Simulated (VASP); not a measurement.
# Ru (P6_3/mmc) in VASP: further runs

The runs below take Ru through electric field gradients, with PBEsol.

Everything below comes from runs of VASP 6.6.1. Logs are shortened: lines on timing, memory, paths and dates and some standing lists are left out, and cuts for length are marked.

### Step 1. The cell of the first run

It takes space group P6_3/mmc (No. 194, hexagonal). The conventional cell has a = 2.760 Å, b = 2.760 Å, c = 4.282 Å, α = 90.00°, β = 90.00°, γ = 120.00°. Within 3.5 Å of Ru (site symmetry -6m2) lie 12 Ru at 2.67 to 2.76 Å.

### Step 2. Electric field gradients, PBEsol (equal xx and yy strain of +2 %)

INCAR reads:

```
SYSTEM = Ru
PREC     = Accurate       ! precision mode
ENCUT    = 520            ! plane-wave cutoff, eV
EDIFF    = 1E-8           ! SCF threshold, eV
ISMEAR   = -1             ! smearing method
SIGMA    = 0.03           ! smearing width, eV
LREAL    = .FALSE.        ! projectors in reciprocal space
LASPH    = .TRUE.         ! aspherical terms in the spheres
NELM     = 80             ! most SCF steps
ALGO     = Normal         ! electronic algorithm
ISIF     = 2              ! what is computed and relaxed
LWAVE    = .FALSE.        ! write WAVECAR
LCHARG   = .FALSE.        ! write CHGCAR
GGA      = PS             ! functional
LEFG     = .TRUE.       
NBANDS   = 21             ! bands
```

KPOINTS reads:

```
Automatic mesh
0
G
  14 14 8
  0 0 0
```

POSCAR reads:

```
Ru
1.0
    2.7599153209      0.0000000000      0.0000000000
   -1.3799576604      2.3901567802      0.0000000000
    0.0000000000      0.0000000000      4.2819000000
Ru
2
Direct
    0.3333333333      0.6666666667      0.2500000000
    0.6666666667      0.3333333333      0.7500000000
```

Potentials or basis: VASP PAW PBE potentials, release 64 (Ru_pv).

The run is started by

```
$ cat potpaw_PBE.64/Ru_pv/POTCAR > POTCAR
$ mpirun -np 1 vasp_std > vasp.out
```

OUTCAR:

```text
SYSTEM = Ru
   PREC = Accurate
   ENCUT = 520
   EDIFF = 1E-8
   ISMEAR = -1
   LREAL = .FALSE.
   LASPH = .TRUE.
   NELM = 80
   ISIF = 2
   GGA = PS

 ion  position               nearest neighbor table
   1  0.333  0.667  0.250-   2 2.67   2 2.67   2 2.67   2 2.67   2 2.67   2 2.67
   2  0.667  0.333  0.750-   1 2.67   1 2.67   1 2.67   1 2.67   1 2.67   1 2.67

  LATTYP: Found a hexagonal cell.
 ALAT       =     2.7599153209
 C/A-ratio  =     1.5514606436

  Lattice vectors:

 A1 = (   2.7599153209,   0.0000000000,   0.0000000000)
 A2 = (  -1.3799576604,   2.3901567802,   0.0000000000)
 A3 = (   0.0000000000,   0.0000000000,   4.2819000000)

Analysis of symmetry for initial positions (statically):
=====================================================================
 Subroutine PRICEL returns:
 Original cell was already a primitive cell.

 Routine SETGRP: Setting up the symmetry group for a
 hexagonal supercell.

 Subroutine GETGRP returns: Found 24 space group operations
 (whereof 12 operations were pure point group operations)
 out of a pool of 24 trial point group operations.

The static configuration has the point symmetry D_3d.
 The point group associated with its full space group is D_6h.

Analysis of symmetry for dynamics (positions and initial velocities):
=====================================================================
 Subroutine PRICEL returns:
 Original cell was already a primitive cell.

 Routine SETGRP: Setting up the symmetry group for a
 hexagonal supercell.

 Subroutine GETGRP returns: Found 24 space group operations
 (whereof 12 operations were pure point group operations)
 out of a pool of 24 trial point group operations.

The dynamic configuration has the point symmetry D_3d.
 The point group associated with its full space group is D_6h.

 Subroutine INISYM returns: Found 24 space group operations
 (whereof 12 operations are pure point group operations),
 and found     1 'primitive' translations

----------------------------------------------------------------------------------------

                                     Primitive cell

  volume of cell :      28.2461

[... 121 lines left out ...]
  volume of cell :       28.25
 maximum number of plane-waves:       776
 NGX is ok and might be reduce to    24
   NGX = 11   NGY = 11   NGZ = 15

 number of electron      28.0000004 magnetization

 Free energy of the ion-electron system (eV)
  ---------------------------------------------------
  ext. energy  EPLUGINS =         0.00000000
  ---------------------------------------------------
  free energy    TOTEN  =       -20.24236483 eV

  energy without entropy =      -20.23584832  energy(sigma->0) =      -20.23910658

 E-fermi :  11.9871     XC(G=0): -14.0368

 val. band max:       11.9805655584   @ k =   0.1429   0.1429   0.2500
 cond. band min:      11.9896866727   @ k =   0.2143   0.0714   0.0000
 fundamental gap:      0.0091211143
 Fermi energy:        11.9871244151

 k-point     1 :       0.0000    0.0000    0.0000
  band No.  band energies     occupation
      1     -31.4981      2.00000
      2     -30.6670      2.00000
      3     -30.6670      2.00000
      4     -30.4993      2.00000
      5     -30.4993      2.00000
      6     -30.4458      2.00000
[... 565 lines left out ...]
     20      22.3133      0.00000
     21      22.3135      0.00000

 [... further k-points ...]

------------------------ aborting loop because EDIFF is reached ----------------------------------------

  FORCE on cell =-STRESS in cart. coord.  units (eV):
  Direction    XX          YY          ZZ          XY          YZ          ZX
  --------------------------------------------------------------------------------------
  -------------------------------------------------------------------------------------
  Total       -3.3969370     -3.3969370     -2.4192032     -0.0000000      0.0000000      0.0000000
  in kB     -192.6812290   -192.6812290   -137.2221648     -0.0000000      0.0000000      0.0000000
  external PRESSURE =    -174.1948743 kB  Pullay stress =       0.0000000 kB

 VOLUME and BASIS-vectors are now :
 -----------------------------------------------------------------------------
  energy-cutoff  :      520.00
  volume of cell :       28.25
      direct lattice vectors                 reciprocal lattice vectors
     2.759915321  0.000000000  0.000000000     0.362329957  0.209191298  0.000000000
    -1.379957660  2.390156780  0.000000000     0.000000000  0.418382597  0.000000000
     0.000000000  0.000000000  4.281900000     0.000000000  0.000000000  0.233541185

 POSITION                                       TOTAL-FORCE (eV/Angst)
 -----------------------------------------------------------------------------------
     -0.00000      1.59344      1.07048         0.000000     -0.000000      0.000000
      1.37996      0.79672      3.21143        -0.000000      0.000000      0.000000
 -----------------------------------------------------------------------------------
    total drift:                               -0.000000      0.000000     -0.000000

  FREE ENERGIE OF THE ION-ELECTRON SYSTEM (eV)
  ---------------------------------------------------
  free  energy   TOTEN  =       -20.2423648322 eV

  energy  without entropy=      -20.2358483236  energy(sigma->0) =      -20.23910658

 Electric field gradients (V/A^2)
---------------------------------------------------------------------
 ion       V_xx      V_yy      V_zz      V_xy      V_xz      V_yz
---------------------------------------------------------------------
   1      10.027    10.028   -20.054     0.001     0.000    -0.000
   2      10.027    10.028   -20.054     0.001    -0.000     0.000
---------------------------------------------------------------------

 Electric field gradients after diagonalization (V/A^2)
 (convention: |V_zz| > |V_xx| > |V_yy|)
----------------------------------------------------------------------
 ion       V_xx      V_yy      V_zz     asymmetry (V_yy - V_xx)/ V_zz
----------------------------------------------------------------------
   1      10.028    10.027   -20.054       0.000
   2      10.028    10.027   -20.054       0.000
----------------------------------------------------------------------

           NMR quadrupolar parameters

 Cq : quadrupolar parameter    Cq=e*Q*V_zz/h
 eta: asymmetry parameters     (V_yy - V_xx)/ V_zz
 Q  : nuclear electric quadrupole moment in mb (millibarn)
----------------------------------------------------------------------
 ion       Cq(MHz)       eta       Q (mb)
----------------------------------------------------------------------
   1      -0.048       0.000       1.000
   2      -0.048       0.000       1.000
----------------------------------------------------------------------
```

OSZICAR:

```text
N       E                     dE             d eps       ncg     rms          rms(c)
DAV:   1     0.283290016726E+03    0.28329E+03   -0.17487E+04  5048   0.147E+03
DAV:   2    -0.161327592485E+02   -0.29942E+03   -0.29028E+03  5203   0.442E+02
DAV:   3    -0.218632695110E+02   -0.57305E+01   -0.56957E+01  5905   0.683E+01
DAV:   4    -0.219074579314E+02   -0.44188E-01   -0.44144E-01  6405   0.566E+00
DAV:   5    -0.219080149513E+02   -0.55702E-03   -0.55338E-03  5778   0.558E-01    0.177E+01
DAV:   6    -0.203251772527E+02    0.15828E+01   -0.36563E+00  5860   0.185E+01    0.398E+00
DAV:   7    -0.202527357057E+02    0.72442E-01   -0.59190E-01  5790   0.513E+00    0.790E-01
DAV:   8    -0.202443084644E+02    0.84272E-02   -0.18184E-02  5536   0.117E+00    0.429E-01
DAV:   9    -0.202423542861E+02    0.19542E-02   -0.18200E-03  5740   0.460E-01    0.362E-02
DAV:  10    -0.202423650288E+02   -0.10743E-04   -0.93812E-05  5690   0.967E-02    0.198E-02
DAV:  11    -0.202423647960E+02    0.23281E-06   -0.66980E-06  5785   0.239E-02    0.123E-03
DAV:  12    -0.202423648285E+02   -0.32521E-07   -0.26096E-07  5775   0.448E-03    0.107E-03
DAV:  13    -0.202423648322E+02   -0.37230E-08   -0.10538E-08  3810   0.105E-03
   1 F= -.20242365E+02 E0= -.20239107E+02  d E =-.651651E-02
```

Run time: 79 s. Hardware: 1 thread of AMD EPYC 7R13, shared host; peak memory 0.16 GiB.

Results:

* Free energy: -20.2424 eV
* Pressure: -17.4 GPa
* Band gap on the k mesh: zero (bands 14 and 15 overlap by 3.01 eV)
* Largest electric field gradient by atom: Ru -20.1 V/Å²

Levels at points of the mesh, in eV from the Fermi level:
```
           k point  band 11  band 12  band 13  band 14  band 15  band 16  band 17  band 18
(0.00, 0.00, 0.00)    -2.11    -1.78    -1.78    -1.45    -1.45     1.13     1.13     1.42
(0.50, 0.00, 0.00)    -1.87    -1.82    -1.35     1.23     1.67     1.89     3.80     5.75
(0.00, 0.00, 0.50)    -2.68    -2.68    -2.51    -2.51     0.53     0.53     0.53     0.53
(0.50, 0.00, 0.50)    -1.06    -1.06     0.40     0.40     1.50     1.50     3.20     3.20
```

Electric field gradients, principal values (V/Å²):
| atom | least | middle | greatest (by size) |
| --- | --- | --- | --- |
| 1 Ru | 10.027 | 10.028 | -20.054 |
| 2 Ru | 10.027 | 10.028 | -20.054 |

Caveat: the cell differs from its parent crystal (equal xx and yy strain of +2 %); the cell stands under tension; without QUAD_EFG the Cq values of the log hold for a quadrupole moment of 1 mb, not for the nuclei; the PAW data sets were made with another functional, which shifts forces and pressure a little.

### Step 3. Electric field gradients, PBEsol (zz strain of -2 %)

INCAR reads:

```
SYSTEM = Ru
PREC = Accurate
ENCUT = 520
EDIFF = 1E-8
ISMEAR = -1
SIGMA = 0.03
LREAL = .False.
LASPH = .True.
NELM = 100
ALGO = Normal
ISIF = 2
LWAVE = .False.
LCHARG = .False.
GGA = PS
LEFG = .True.
NBANDS = 21
```

KPOINTS reads:

```
Automatic mesh
0
Gamma
  14 14 8
  0 0 0
```

POSCAR reads:

```
Ru
1.0
    2.7057993342      0.0000000000      0.0000000000
   -1.3528996671      2.3432909610      0.0000000000
    0.0000000000      0.0000000000      4.1962620000
Ru
2
Direct
    0.3333333333      0.6666666667      0.2500000000
    0.6666666667      0.3333333333      0.7500000000
```

Potentials or basis: VASP PAW PBE potentials, release 64 (Ru_pv).

The run is started by

```
$ cat potpaw_PBE.64/Ru_pv/POTCAR > POTCAR
$ mpirun -np 1 vasp_std > vasp.out
```

OUTCAR:

```text
SYSTEM = Ru
   PREC = Accurate
   ENCUT = 520
   EDIFF = 1E-8
   ISMEAR = -1
   LREAL = .False.
   LASPH = .True.
   NELM = 100
   ISIF = 2
   GGA = PS

 ion  position               nearest neighbor table
   1  0.333  0.667  0.250-   2 2.62   2 2.62   2 2.62   2 2.62   2 2.62   2 2.62
   2  0.667  0.333  0.750-   1 2.62   1 2.62   1 2.62   1 2.62   1 2.62   1 2.62

  LATTYP: Found a hexagonal cell.
 ALAT       =     2.7057993342
 C/A-ratio  =     1.5508400593

  Lattice vectors:

 A1 = (   2.7057993342,   0.0000000000,   0.0000000000)
 A2 = (  -1.3528996671,   2.3432909610,   0.0000000000)
 A3 = (   0.0000000000,   0.0000000000,   4.1962620000)

Analysis of symmetry for initial positions (statically):
=====================================================================
 Subroutine PRICEL returns:
 Original cell was already a primitive cell.

 Routine SETGRP: Setting up the symmetry group for a
 hexagonal supercell.
[... 767 lines left out ...]
  volume of cell :       26.61
      direct lattice vectors                 reciprocal lattice vectors
     2.705799334  0.000000000  0.000000000     0.369576556  0.213375124  0.000000000
    -1.352899667  2.343290961  0.000000000     0.000000000  0.426750249  0.000000000
     0.000000000  0.000000000  4.196262000     0.000000000  0.000000000  0.238307332

 POSITION                                       TOTAL-FORCE (eV/Angst)
 -----------------------------------------------------------------------------------
     -0.00000      1.56219      1.04907        -0.000000      0.000000      0.000000
      1.35290      0.78110      3.14720         0.000000      0.000000      0.000000
 -----------------------------------------------------------------------------------
    total drift:                               -0.000000      0.000000     -0.000000

  FREE ENERGIE OF THE ION-ELECTRON SYSTEM (eV)
  ---------------------------------------------------
  free  energy   TOTEN  =       -20.3311484946 eV

  energy  without entropy=      -20.3251995180  energy(sigma->0) =      -20.32817401

 Electric field gradients (V/A^2)
---------------------------------------------------------------------
 ion       V_xx      V_yy      V_zz      V_xy      V_xz      V_yz
---------------------------------------------------------------------
   1      11.207    11.209   -22.417     0.002     0.000    -0.000
   2      11.207    11.209   -22.417     0.002    -0.000     0.000
---------------------------------------------------------------------

 Electric field gradients after diagonalization (V/A^2)
 (convention: |V_zz| > |V_xx| > |V_yy|)
----------------------------------------------------------------------
 ion       V_xx      V_yy      V_zz     asymmetry (V_yy - V_xx)/ V_zz
----------------------------------------------------------------------
   1      11.211    11.206   -22.417       0.000
   2      11.211    11.206   -22.417       0.000
----------------------------------------------------------------------

           NMR quadrupolar parameters

 Cq : quadrupolar parameter    Cq=e*Q*V_zz/h
 eta: asymmetry parameters     (V_yy - V_xx)/ V_zz
 Q  : nuclear electric quadrupole moment in mb (millibarn)
----------------------------------------------------------------------
 ion       Cq(MHz)       eta       Q (mb)
----------------------------------------------------------------------
   1      -0.054       0.000       1.000
   2      -0.054       0.000       1.000
----------------------------------------------------------------------
```

OSZICAR:

```text
N       E                     dE             d eps       ncg     rms          rms(c)
DAV:   1     0.286847054815E+03    0.28685E+03   -0.17502E+04  5048   0.149E+03
DAV:   2    -0.159701630921E+02   -0.30282E+03   -0.29343E+03  5175   0.446E+02
DAV:   3    -0.218735139246E+02   -0.59034E+01   -0.58705E+01  5875   0.698E+01
DAV:   4    -0.219171929005E+02   -0.43679E-01   -0.43607E-01  6315   0.575E+00
DAV:   5    -0.219177666443E+02   -0.57374E-03   -0.57020E-03  5662   0.597E-01    0.203E+01
DAV:   6    -0.204312335824E+02    0.14865E+01   -0.32713E+00  5945   0.176E+01    0.535E+00
DAV:   7    -0.203424989808E+02    0.88735E-01   -0.66970E-01  5725   0.573E+00    0.921E-01
DAV:   8    -0.203333862827E+02    0.91127E-02   -0.16893E-02  5530   0.122E+00    0.537E-01
DAV:   9    -0.203311370632E+02    0.22492E-02   -0.21964E-03  5730   0.515E-01    0.351E-02
DAV:  10    -0.203311485086E+02   -0.11445E-04   -0.82229E-05  5725   0.939E-02    0.198E-02
DAV:  11    -0.203311484737E+02    0.34927E-07   -0.49639E-06  5645   0.214E-02    0.151E-03
DAV:  12    -0.203311485281E+02   -0.54489E-07   -0.40341E-07  5735   0.571E-03    0.155E-03
DAV:  13    -0.203311485003E+02    0.27818E-07   -0.20327E-08  3770   0.150E-03    0.304E-04
DAV:  14    -0.203311484946E+02    0.57375E-08   -0.60098E-10  3060   0.265E-04
   1 F= -.20331148E+02 E0= -.20328174E+02  d E =-.594898E-02
```

stdout:

```text
POSCAR found type information on POSCAR Ru
 POSCAR found :  1 types and       2 ions
 scaLAPACK will be used
 -----------------------------------------------------------------------------
|                                                                             |
|                                                                             |
|     You enforced a specific xc type in the INCAR file but a different       |
|     I HOPE YOU KNOW WHAT YOU ARE DOING!                                     |
|                                                                             |
 -----------------------------------------------------------------------------

 LDA part: xc-table for (Slater+PW92), standard interpolation
 POSCAR, INCAR and KPOINTS ok, starting setup
 FFT: planning ... GRIDC
 FFT: planning ... GRID_SOFT
 FFT: planning ... GRID
 WAVECAR not read
 entering main loop
ion   1

ion   2
```

It took 96 s on 1 thread of Intel Xeon 8259CL, shared host; peak memory 0.17 GiB.

Results:

* Free energy: -20.3311 eV
* Pressure: 0.8 GPa
* Band gap on the k mesh: zero (bands 14 and 15 overlap by 3.31 eV)
* Largest electric field gradient by atom: Ru -22.4 V/Å²

Stress tensor (GPa, compression positive):
```
-2.00  0.00  0.00
 0.00 -2.00  0.00
 0.00  0.00  6.53
```

Levels at points of the mesh, in eV from the Fermi level:
| k point | band 11 | band 12 | band 13 | band 14 | band 15 | band 16 | band 17 | band 18 |
| --- | --- | --- | --- | --- | --- | --- | --- | --- |
| (0.00, 0.00, 0.00) | -2.31 | -1.95 | -1.95 | -1.59 | -1.59 | 1.23 | 1.23 | 1.50 |
| (0.50, 0.00, 0.00) | -2.02 | -1.93 | -1.46 | 1.36 | 1.84 | 2.09 | 4.12 | 6.18 |
| (0.00, 0.00, 0.50) | -2.93 | -2.93 | -2.69 | -2.69 | 0.59 | 0.59 | 0.59 | 0.59 |
| (0.50, 0.00, 0.50) | -1.17 | -1.17 | 0.43 | 0.43 | 1.66 | 1.66 | 3.43 | 3.43 |

Electric field gradients, principal values (V/Å²):
```
atom   least  middle  greatest (by size)
1 Ru  11.206  11.211             -22.417
2 Ru  11.206  11.211             -22.417
```

Caveat: the cell differs from its parent crystal (zz strain of -2 %); without QUAD_EFG the Cq values of the log hold for a quadrupole moment of 1 mb, not for the nuclei; the PAW data sets were made with another functional, which shifts forces and pressure a little.

(Part 1 of 2 ends here.)
